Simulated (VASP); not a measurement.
# CsSnI3 in VASP: a series of runs

CsSnI3 is run at these levels: PBEsol, PBE; tasks: relaxation of cell and atoms, single point.

Everything below comes from runs of VASP 6.6.1. Logs are shortened: lines on timing, memory, paths and dates and some standing lists are left out, and cuts for length are marked.

**1. The cell of the first run**

The structure is cubic, space group Pm-3m (No. 221). The conventional cell has a = 6.206 Å, b = 6.206 Å, c = 6.206 Å, α = 90.00°, β = 90.00°, γ = 90.00°. Cs (site symmetry m-3m) has 12 I at 4.39 Å and 8 Sn at 5.37 Å within 5.8 Å. Within 4.1 Å of I (site symmetry 4/mmm) lie 2 Sn at 3.10 Å. Sn (site symmetry m-3m) has 6 I at 3.10 Å within 4.1 Å.

**2. Relaxation of cell and atoms, PBEsol**

INCAR

```
PREC     = Accurate       # precision mode
ENCUT    = 600            # plane-wave cutoff, eV
EDIFF    = 1E-7           # SCF threshold, eV
ISMEAR   = -1             # smearing method
SIGMA    = 0.05           # smearing width, eV
LREAL    = F              # projectors in reciprocal space
LASPH    = T              # aspherical terms in the spheres
NELM     = 60             # most SCF steps
ALGO     = Normal         # electronic algorithm
ISIF     = 3              # what is computed and relaxed
LWAVE    = F              # write WAVECAR
LCHARG   = F              # write CHGCAR
GGA      = PS             # functional
IBRION   = 2              # ionic algorithm
NSW      = 60             # ionic steps
EDIFFG   = -0.01          # ionic threshold
```

KPOINTS

```
regular mesh
0
Gamma
  5 5 5
```

POSCAR

```
CsSnI3
1.0
    6.2057000000      0.0000000000      0.0000000000
    0.0000000000      6.2057000000      0.0000000000
    0.0000000000      0.0000000000      6.2057000000
Cs I Sn
1 3 1
Direct
    0.0000000000      0.0000000000      0.0000000000
    0.5000000000      0.5000000000      0.0000000000
    0.5000000000      0.0000000000      0.5000000000
    0.0000000000      0.5000000000      0.5000000000
    0.5000000000      0.5000000000      0.5000000000
```

Potentials or basis: VASP PAW PBE potentials, release 64 (Cs_sv, I, Sn_d).

Started as:

```
$ cat potpaw_PBE.64/Cs_sv/POTCAR potpaw_PBE.64/I/POTCAR potpaw_PBE.64/Sn_d/POTCAR > POTCAR
$ mpirun -np 1 vasp_std > vasp.out
```

OUTCAR:

```text
PREC = Accurate
   ENCUT = 600
   EDIFF = 1E-7
   ISMEAR = -1
   LREAL = F
   LASPH = T
   NELM = 60
   ISIF = 3
   GGA = PS
   IBRION = 2
   NSW = 60
   EDIFFG = -0.01

 ion  position               nearest neighbor table
   1  0.000  0.000  0.000-
   2  0.500  0.500  0.000-   5 3.10   5 3.10
   3  0.500  0.000  0.500-   5 3.10   5 3.10
   4  0.000  0.500  0.500-   5 3.10   5 3.10
   5  0.500  0.500  0.500-   2 3.10   3 3.10   4 3.10   2 3.10   3 3.10   4 3.10

  LATTYP: Found a simple cubic cell.
 ALAT       =     6.2057000000

  Lattice vectors:

 A1 = (   6.2057000000,   0.0000000000,   0.0000000000)
 A2 = (   0.0000000000,   6.2057000000,   0.0000000000)
 A3 = (   0.0000000000,   0.0000000000,   6.2057000000)

Analysis of symmetry for initial positions (statically):
=====================================================================
 Subroutine PRICEL returns:
 Original cell was already a primitive cell.

 Routine SETGRP: Setting up the symmetry group for a
 simple cubic supercell.

 Subroutine GETGRP returns: Found 48 space group operations
 (whereof 48 operations were pure point group operations)
 out of a pool of 48 trial point group operations.

The static configuration has the point symmetry O_h .

Analysis of symmetry for dynamics (positions and initial velocities):
=====================================================================
 Subroutine PRICEL returns:
 Original cell was already a primitive cell.

 Routine SETGRP: Setting up the symmetry group for a
 simple cubic supercell.

 Subroutine GETGRP returns: Found 48 space group operations
 (whereof 48 operations were pure point group operations)
 out of a pool of 48 trial point group operations.

The dynamic configuration has the point symmetry O_h .

 Subroutine INISYM returns: Found 48 space group operations
 (whereof 48 operations are pure point group operations),
 and found     1 'primitive' translations

----------------------------------------------------------------------------------------

                                     Primitive cell

  volume of cell :     238.9859

  direct lattice vectors                    reciprocal lattice vectors
     6.205700000  0.000000000  0.000000000     0.161142176  0.000000000  0.000000000
     0.000000000  6.205700000  0.000000000     0.000000000  0.161142176  0.000000000
     0.000000000  0.000000000  6.205700000     0.000000000  0.000000000  0.161142176

[... 63 lines left out ...]
   NGXF,Y,Z  is equivalent  to a cutoff of  26.79, 26.79, 26.79 a.u.
 SYSTEM =  unknown system
   PREC   = accura    normal or accurate (medium, high low for compatibility)
   ISTART =      0    job   : 0-new  1-cont  2-samecut
   ICHARG =      2    charge: 1-file 2-atom 10-const
   ISPIN  =      1    spin polarized calculation?
   LNONCOLLINEAR =      F non collinear calculations
   LSORBIT =      F    spin-orbit coupling
   LASPH  =      T    aspherical Exc in radial PAW
   ENCUT  =  600.0 eV  44.10 Ry    6.64 a.u.  12.39 12.39 12.39*2*pi/ulx,y,z
   NELM   =     60;   NELMIN=  2; NELMDL= -5     # of ELM steps
   EDIFF  = 0.1E-06   stopping-criterion for ELM
   LREAL  =      F    real-space projection
   EDIFFG = -.1E-01   stopping-criterion for IOM
   NSW    =     60    number of steps for IOM
   IBRION =      2    ionic relax: 0-MD 1-quasi-New 2-CG
   NFREE  =      1    steps in history (QN), initial steepest desc. (CG)
   ISIF   =      3    stress and relaxation
   ISYM   =      2    0-nonsym 1-usesym 2-fastsym
   POTIM  = 0.5000    time-step for ionic-motion
   TEBEG  =    0.0;   TEEND  =   0.0 temperature during run
   PSTRESS=    0.0 pullay stress
   NELECT =      44.0000    total number of electrons
   NUPDOWN=      -1.0000    fix difference up-down
   EMIN   =  10.00;   EMAX   =-10.00  energy-range for DOS
   EFERMI =   0.00;   METHOD = LEGACY
   ISMEAR =    -1;   SIGMA  =   0.05  broadening in eV -4-tet -1-fermi 0-gaus
   EFERMI_NEDOS =   21; number of points for ismear=-14 and -15
   IALGO  =     38    algorithm
   IMIX   =      4    mixing-type and parameters
     AMIX     =   0.40;   BMIX     =  1.00
     AMIX_MAG =   1.60;   BMIX_MAG =  1.00
  volume/ion in A,a.u.               =      47.80       322.55
  Fermi-wavevector in a.u.,A,eV,Ry     =   0.931326  1.759950 11.801253  0.867368
  Thomas-Fermi vector in A             =   2.057807
   LORBIT       =      0    0 simple, 1 ext, 2 COOP (PROOUT), +10 PAW based schemes
   GGA     = PS    functional components
   LHFCALC =     F    Hartree Fock is set to
   AEXX    =    0.0000 exact exchange contribution
   IVDW    =     0    specifies the selected vdW correction
   LEPSILON=     F    determine dielectric tensor
   LRPA    =     F    only Hartree local field effects (RPA)
 conjugate gradient relaxation of ions
 non-spin polarized calculation
  energy-cutoff  :      600.00
  volume of cell :      238.99
 maximum number of plane-waves:      8025
 NGX is ok and might be reduce to    50
   NGX = 25   NGY = 25   NGZ = 25

--------------------------------------- Ionic step        1  -------------------------------------------

 number of electron      43.9999989 magnetization

 Free energy of the ion-electron system (eV)
  ---------------------------------------------------
  ext. energy  EPLUGINS =         0.00000000
  ---------------------------------------------------
  free energy    TOTEN  =       -15.10671535 eV

  energy without entropy =      -15.10671534  energy(sigma->0) =      -15.10671535

------------------------ aborting loop because EDIFF is reached ----------------------------------------

  FORCE on cell =-STRESS in cart. coord.  units (eV):
  Direction    XX          YY          ZZ          XY          YZ          ZX
  --------------------------------------------------------------------------------------
  -------------------------------------------------------------------------------------
  Total       -1.0184363     -1.0184363     -1.0184363      0.0000000     -0.0000000      0.0000000
  in kB       -6.8276635     -6.8276635     -6.8276635      0.0000000     -0.0000000      0.0000000
  external PRESSURE =      -6.8276635 kB  Pullay stress =       0.0000000 kB
[... 65 lines left out ...]
--------------------------------------- Ionic step        3  -------------------------------------------

 number of electron      43.9999988 magnetization

 Free energy of the ion-electron system (eV)
  ---------------------------------------------------
  ext. energy  EPLUGINS =         0.00000000
  ---------------------------------------------------
  free energy    TOTEN  =       -15.12821366 eV

  energy without entropy =      -15.12821365  energy(sigma->0) =      -15.12821366

 E-fermi :   3.0794     XC(G=0):  -7.8646

 val. band max:        2.2543608262   @ k =   0.4000   0.4000   0.4000
 cond. band min:       3.9398591418   @ k =   0.4000   0.4000   0.4000
 fundamental gap:      1.6854983156
 Fermi energy:         3.0793526014

 k-point     1 :       0.0000    0.0000    0.0000
  band No.  band energies     occupation
      1     -19.1633      2.00000
      2     -18.8301      2.00000
      3     -18.8301      2.00000
      4     -18.8019      2.00000
      5     -18.8019      2.00000
      6     -18.8019      2.00000
[... 311 lines left out ...]
  FREE ENERGIE OF THE ION-ELECTRON SYSTEM (eV)
  ---------------------------------------------------
  free  energy   TOTEN  =       -15.1282136633 eV

  energy  without entropy=      -15.1282136476  energy(sigma->0) =      -15.12821366

 reached required accuracy - stopping structural energy minimisation
```

CONTCAR:

```text
CsSnI3
   1.00000000000000
     6.1213514024980915   -0.0000000000000000    0.0000000000000000
     0.0000000000000000    6.1213514024980915    0.0000000000000000
    -0.0000000000000000   -0.0000000000000000    6.1213514024980915
  Cs              I               Sn
     1     3     1
Direct
     0.0000000000000000    0.0000000000000000    0.0000000000000000
     0.5000000000000000    0.5000000000000000    0.0000000000000000
     0.5000000000000000    0.0000000000000000    0.5000000000000000
     0.0000000000000000    0.5000000000000000    0.5000000000000000
     0.5000000000000000    0.5000000000000000    0.5000000000000000

  0.00000000E+00  0.00000000E+00  0.00000000E+00
  0.00000000E+00  0.00000000E+00  0.00000000E+00
  0.00000000E+00  0.00000000E+00  0.00000000E+00
  0.00000000E+00  0.00000000E+00  0.00000000E+00
  0.00000000E+00  0.00000000E+00  0.00000000E+00
```

It took 3.5 min on 1 thread of Intel Xeon Platinum 8259CL at 2.50GHz (Skylake/Cascade Lake), shared host; peak memory 0.41 GiB.

Results:

- Free energy: -15.1282 eV
- Relaxed volume: 45.87 Å³/atom
- Relaxed cell: a = 6.121 Å, b = 6.121 Å, c = 6.121 Å, α = 90.00°, β = 90.00°, γ = 90.00°
- Space group after relaxing (to 0.1 Å): Pm-3m (No. 221)
- Energy gained by relaxing: 4.3 meV/atom
- Ionic steps: 3
- Pressure after relaxing: 0.0 GPa
- Band gap on the k mesh: 1.69 eV

The path:
| step | energy change (eV) | largest force (eV/Å) | pressure (GPa) | volume (Å³) |
| --- | --- | --- | --- | --- |
| 1 | 0.0000 | 0.0000 | -0.68 | 238.99 |
| 2 | -0.0197 | 0.0000 | -0.21 | 232.01 |
| 3 | -0.0215 | 0.0000 | 0.00 | 229.37 |

Final structure:
```
Cs I Sn
1.0
     6.12135    0.00000    0.00000
     0.00000    6.12135    0.00000
     0.00000    0.00000    6.12135
Cs I Sn
1 3 1
Cartesian
  0.0000 0.0000 0.0000
  3.0607 3.0607 0.0000
  3.0607 0.0000 3.0607
  0.0000 3.0607 3.0607
  3.0607 3.0607 3.0607
```

Caveat: the PAW data sets were made with another functional, which shifts forces and pressure a little; spin-orbit coupling is left out, which moves the levels of the heavy elements; an odd mesh through Γ misses points on the zone boundary, where band edges can lie. A hybrid or GW would open this gap; PBEsol tends to underestimate it.

**3. Single point, PBE (atoms moved at random)**

INCAR

```
SYSTEM = CsSnI3
PREC = Accurate
ENCUT = 520
EDIFF = 1E-7
ISMEAR = -1
SIGMA = 0.05
LREAL = .False.
LASPH = .True.
NELM = 100
ALGO = Normal
ISIF = 2
LWAVE = .False.
LCHARG = .True.
GGA = PE
LELF = .True.
LVHAR = .True.
NBANDS = 30
```

KPOINTS

```
Automatic mesh
0
Gamma
  5 5 5
  0 0 0
```

POSCAR

```
CsSnI3
1.0
    6.2057000000      0.0000000000      0.0000000000
    0.0000000000      6.2057000000      0.0000000000
    0.0000000000      0.0000000000      6.2057000000
Cs I Sn
1 3 1
Direct
   -0.0046040000     -0.0063440000     -0.0024430000
    0.5055680000      0.4964260000      0.0078710000
    0.4983430000     -0.0032340000      0.4959610000
    0.0130460000      0.5027980000      0.4980340000
    0.4995800000      0.5014670000      0.4972100000
```

Potentials or basis: VASP PAW PBE potentials, release 64 (Cs_sv, I, Sn_d).

Started as:

```
$ cat potpaw_PBE.64/Cs_sv/POTCAR potpaw_PBE.64/I/POTCAR potpaw_PBE.64/Sn_d/POTCAR > POTCAR
$ mpirun -np 1 vasp_std > vasp.out
```

It took 5.3 min on 1 thread of Intel Xeon Platinum 8124M at 3.00GHz (Skylake/Cascade Lake), shared host; peak memory 0.62 GiB.

It converged, with:

```
Free energy            : -14.0394 eV
Pressure               : 0.6 GPa
Largest force          : 0.145 eV/Å
Band gap on the k mesh : 1.72 eV
```

Forces on the atoms (eV/Å):
```
Cs   0.006  0.004  0.002
I    0.022 -0.002 -0.120
I    0.036  0.039  0.031
I   -0.142 -0.014  0.027
Sn   0.078 -0.027  0.059
```

Levels at points of the mesh, in eV from the valence-band top:
| k point | band 18 | band 19 | band 20 | band 21 | band 22 | band 23 | band 24 | band 25 | band 26 | band 27 |
| --- | --- | --- | --- | --- | --- | --- | --- | --- | --- | --- |
| (0.00, 0.00, 0.00) | -1.48 | -1.48 | -1.32 | -1.31 | -1.31 | 3.05 | 3.97 | 3.97 | 4.31 | 4.31 |

Caveat: the cell differs from its parent crystal (atoms moved at random); spin-orbit coupling is left out, which moves the levels of the heavy elements; an odd mesh through Γ misses points on the zone boundary, where band edges can lie.

**4. Single point, PBEsol**

This run uses another cell than the first one, of 45.73 Å³/atom.

INCAR

```
ALGO = Normal
EDIFF = 1E-6
ENCUT = 520
GGA = PS
ISIF = 2
ISMEAR = -1
LASPH = T
LCHARG = F
LREAL = F
LWAVE = F
NBANDS = 30
NELM = 100
PREC = Accurate
SIGMA = 0.05
```

KPOINTS

```
k-points
0
Gamma
  5 5 5
```

POSCAR

```
CsSnI3
1.0
    6.1150557666      0.0000000000      0.0000000000
    0.0000000000      6.1150557666      0.0000000000
    0.0000000000      0.0000000000      6.1150557666
Cs I Sn
1 3 1
Direct
    0.0000000000      0.0000000000      0.0000000000
    0.5000000000      0.5000000000      0.0000000000
    0.5000000000      0.0000000000      0.5000000000
    0.0000000000      0.5000000000      0.5000000000
    0.5000000000      0.5000000000      0.5000000000
```

Started as:

```
$ cat potpaw_PBE.64/Cs_sv/POTCAR potpaw_PBE.64/I/POTCAR potpaw_PBE.64/Sn_d/POTCAR > POTCAR
$ mpirun -np 1 vasp_std > vasp.out
```

Wall time 32 s (1 thread of Intel Xeon 6975P-C (Granite Rapids), shared host); peak memory 0.35 GiB.

Results (log left out):

| Quantity | Value |
| --- | --- |
| Free energy | -15.1273 eV |
| Pressure | 0.0 GPa |
| Band gap on the k mesh | 1.68 eV |

Levels at points of the mesh, in eV from the valence-band top:
| k point | band 19 | band 20 | band 21 | band 22 | band 23 | band 24 | band 25 | band 26 |
| --- | --- | --- | --- | --- | --- | --- | --- | --- |
| (0.00, 0.00, 0.00) | -1.60 | -1.41 | -1.41 | -1.41 | 2.89 | 3.76 | 3.76 | 4.09 |

Caveat: the PAW data sets were made with another functional, which shifts forces and pressure a little; spin-orbit coupling is left out, which moves the levels of the heavy elements; an odd mesh through Γ misses points on the zone boundary, where band edges can lie. PBEsol gaps usually lie below the measured ones, often by a third to a half.

**5. Overview**

```csv
task,level,cell,cutoff (eV),gap on the mesh (eV),pressure (GPa)
relaxation of cell and atoms,PBEsol,"relaxed from a = 6.206 Å, 5 atoms, atomic positions A",600,1.69,0.0
single point,PBE,"a = 6.206 Å, 5 atoms, atomic positions B",520,1.72,0.6
single point,PBEsol,"a = 6.115 Å, 5 atoms, atomic positions A",520,1.68,0.0
```

Alike in all rows: potentials or basis VASP PAW PBE potentials, release 64 (Cs_sv, I, Sn_d); no spin polarisation; k mesh 5 × 5 × 5; smearing fermi-dirac 0.05 eV.

Caveats: spin-orbit coupling is left out, which moves the levels of the heavy elements; an odd mesh through Γ misses points on the zone boundary, where band edges can lie; the PAW data sets were made with another functional, which shifts forces and pressure a little (at least some runs).

Total energies depend on the potentials used, so only differences within one code and one set of settings carry meaning.
